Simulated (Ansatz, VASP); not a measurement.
One calculation of AgCl, two programs

File POSCAR:

```
AgCl
1.0
    3.4108681844      0.0000000000      0.0000000000
    0.0000000000      3.3955880382      0.0000000000
    0.0000000000      0.0000000000      3.3955880382
Ag Cl
1 1
Direct
    0.0000000000      0.0000000000      0.0000000000
    0.5000000000      0.5000000000      0.5000000000
```

The input INCAR.step1:

```
SYSTEM = AgCl
  ALGO = Normal
  EDIFF = 1E-4
  ENCUT = 520
  GGA = PE
  ISMEAR = 0
  LASPH = .TRUE.
  LCHARG = .FALSE.
  LREAL = .FALSE.
  LWAVE = .TRUE.
  NBANDS = 16
  NELM = 80
  PREC = Accurate
  SIGMA = 0.01
```

Contents of INCAR.step2:

```
SYSTEM = AgCl
  ALGO = Normal
  EDIFF = 1E-7
  ENCUT = 520
  ISIF = 2
  ISMEAR = 0
  ISTART = 1
  LASPH = .TRUE.
  LCHARG = .FALSE.
  LMIXTAU = .TRUE.
  LREAL = .FALSE.
  LWAVE = .FALSE.
  METAGGA = R2SCAN
  NBANDS = 16
  NELM = 80
  PREC = Accurate
  SIGMA = 0.01
```

KPOINTS

```
k-points
0
G
  8 8 8
  0 0 0
```

Input for Ansatz:

```yaml
crystal:
  lattice:
    - [3.4108681844, 0.0, 0.0]
    - [0.0, 3.3955880382, 0.0]
    - [0.0, 0.0, 3.3955880382]
  atoms:
    - { symbol: Ag, position: [0.0, 0.0, 0.0] }
    - { symbol: Cl, position: [0.5, 0.5, 0.5] }
kpoints:
  mp_grid: { grid: [8, 8, 8] }
  band_path:
    path:
      - [0.0, 0.0, 0.0]
      - [0.0, 0.5, 0.0]
      - [0.5, 0.5, 0.0]
      - [0.5, 0.5, 0.5]
      - [0.5, 0.0, 0.0]
    npoints: 1
hamiltonian:
  xc: r2scan
scf:
  occupations: { method: fixed }
  n_extra_bands: 4
output:
  forces: true
  stress: true
  eigenvalues: true
```

Change from the starting cell: uniaxial_x strain +0.5%.

Alike in both runs: task single point; functional r2SCAN; k mesh 8 × 8 × 8; no spin polarisation.

```csv
,VASP,Ansatz
version,VASP 6.6.1,Ansatz 0.2.0
potentials or method,"VASP PAW PBE potentials, release 64 (Ag, Cl)","plane waves, PAW"
plane-wave cutoff (eV),520,500
occupations,"gaussian, width 0.01 eV",fixed
valence electrons in the cell,18,26
```

VASP gave:

* gap on the k mesh at the Fermi level (eV): 1.18
* pressure (GPa): -0.4
* traceless stress, the component that is largest in VASP (GPa): -0.17

Problem. What did Ansatz give for the same quantities?

Solution. gap on the k mesh at the Fermi level (eV): 1.22; pressure (GPa): -0.3; traceless stress, the component that is largest in VASP (GPa): -0.17.

VASP's potentials were made for PBE, not for r2SCAN. VASP's potentials hold 18 valence electrons a cell and Ansatz's 26, so a difference there can come from the potentials and not from the codes.
